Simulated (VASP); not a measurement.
Here is a VASP 6.6.1 calculation.

The input INCAR:

```
PREC = Accurate ; ENCUT = 520
EDIFF = 1E-6 ; ISMEAR = 0
SIGMA = 0.05 ; LREAL = False
LASPH = True ; NELM = 100
ALGO = Normal ; ISIF = 2
LWAVE = False ; LCHARG = False
NBANDS = 19
```

The input KPOINTS:

```
regular mesh
0
Gamma
  6 6 6
```

POSCAR

```
RbCaH3
1.0
    4.6988233304      0.8889665760      0.8889665760
    0.8889665760      4.6988233304      0.8889665760
    0.8889665760      0.8889665760      4.6988233304
Rb Ca H
1 1 3
Direct
    0.0000000000      0.0000000000      0.0000000000
    0.5000000000      0.5000000000      0.5000000000
    0.0000000000      0.5000000000      0.5000000000
    0.5000000000      0.0000000000      0.5000000000
    0.5000000000      0.5000000000      0.0000000000
```

Potentials or basis: VASP PAW LDA potentials, release 64 (Rb_sv, Ca_sv, H).

Launch:

```sh
$ cat potpaw_LDA.64/Rb_sv/POTCAR potpaw_LDA.64/Ca_sv/POTCAR potpaw_LDA.64/H/POTCAR > POTCAR
$ mpirun -np 1 vasp_std > vasp.out
```

Question: Predict the band gap on the k mesh.

Answer: 1.14 eV, direct.

Question: What does it give for the pressure?

Answer: -1.4 GPa.

Stress tensor (GPa, compression positive):
```
-1.43 -5.87 -5.87
-5.87 -1.43 -5.87
-5.87 -5.87 -1.43
```

 A k mesh can miss the band edges.
